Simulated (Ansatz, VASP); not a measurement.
## SnO in VASP and in Ansatz

INCAR

```
  PREC = Accurate
  ENCUT = 520
  EDIFF = 1E-7
  ISMEAR = 0
  SIGMA = 0.05
  LREAL = F
  LASPH = T
  NELM = 80
  ALGO = Normal
  ISIF = 2
  LWAVE = F
  LCHARG = T
  GGA = PS
  LELF = T
  LVHAR = T
  NBANDS = 28
```

The input KPOINTS:

```
Automatic mesh
0
Gamma
  8 6 6
```

POSCAR

```
SnO
1.0
    3.3550050000      0.0000000000      0.0000000000
    0.0000000000      5.6741040000      0.0000000000
    0.0000000000      0.0000000000      4.2219700000
Sn O
2 2
Direct
    0.0000000000      0.2319090000      0.5131440000
    0.5000000000      0.7680910000      0.0131440000
    0.0000000000      0.8560021441      0.7131713746
    0.5000000000      0.1087500000      0.2368570000
```

Input for Ansatz:

```yaml
crystal:
  lattice:
    - [3.355005, 0.0, 0.0]
    - [0.0, 5.674104, 0.0]
    - [0.0, 0.0, 4.22197]
  atoms:
    - { symbol: Sn, position: [0.0, 0.231909, 0.513144] }
    - { symbol: Sn, position: [0.5, 0.768091, 0.013144] }
    - { symbol: O, position: [0.0, 0.8560021441, 0.7131713746] }
    - { symbol: O, position: [0.5, 0.10875, 0.236857] }
basis:
  ecutwfc: 420
kpoints:
  mp_grid: { grid: [8, 6, 6] }
hamiltonian:
  xc: pbesol
scf:
  occupations: { method: gaussian, width: 0.05 }
output:
  forces: true
  stress: true
  eigenvalues: true
```

Alike in both runs: task single point; functional PBEsol; k mesh 8 × 6 × 6; occupations gaussian, width 0.05 eV; no spin polarisation.

|  | VASP | Ansatz |
| --- | --- | --- |
| version | VASP 6.6.1 | Ansatz 0.2.0 |
| potentials or method | VASP PAW PBE potentials, release 64 (Sn_d, O), cutoff 520 eV | scalar-relativistic, plane waves, PAW |
| valence electrons in the cell | 40 | 40 |

```tsv
	VASP	Ansatz	Ansatz less VASP
gap on the k mesh at the Fermi level (eV)	1.42	1.43	+0.011
least direct gap on the mesh (eV)	1.68	1.70	+0.013
pressure (GPa)	-3.9	-4.1	-0.18
traceless stress, the component that is largest in VASP (GPa)	0.37	0.41	+0.041
rms of the force components (eV/Å)	0.417	0.425	+0.0079
```

VASP's potentials were made for PBE, not for PBEsol. Atom by atom the forces differ by 0.033 eV/Å (rms over components). With one functional, cell and mesh, what is left measures potentials, basis and numerics.
